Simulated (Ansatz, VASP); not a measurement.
ScIn3 in VASP and in Ansatz

```xyz
4
Lattice="4.4600 0.0000 0.0000 0.0000 4.4600 0.0000 0.0000 0.0000 4.5492" Properties=species:S:1:pos:R:3 pbc="T T T"
Sc    0.0000    0.0000    0.0000
In    0.0000    2.2300    2.2746
In    2.2300    0.0000    2.2746
In    2.2300    2.2300    0.0000
```

Change from the starting cell: zz strain of +2 %.

Alike in both runs: task single point; functional PBEsol; k mesh 8 × 8 × 8; occupations fermi-dirac, width 0.08 eV; no spin polarisation.

|  | VASP | Ansatz |
| --- | --- | --- |
| version | VASP 6.6.1 | Ansatz 0.2.0 |
| potentials or method | VASP PAW PBE potentials, release 64 (Sc_sv, In_d), cutoff 520 eV | all-electron LAPW, scalar-relativistic |

Ansatz gave:

- pressure (GPa): -1.5
- traceless stress, the component that is largest in VASP (GPa): -0.68

Question: What did VASP give for the same quantities?

Answer: Pressure (GPa): -1.5; traceless stress, the component that is largest in VASP (GPa): -0.69.

VASP's potentials were made for PBE, not for PBEsol. Ansatz ran all-electron here, and VASP with PAW potentials.
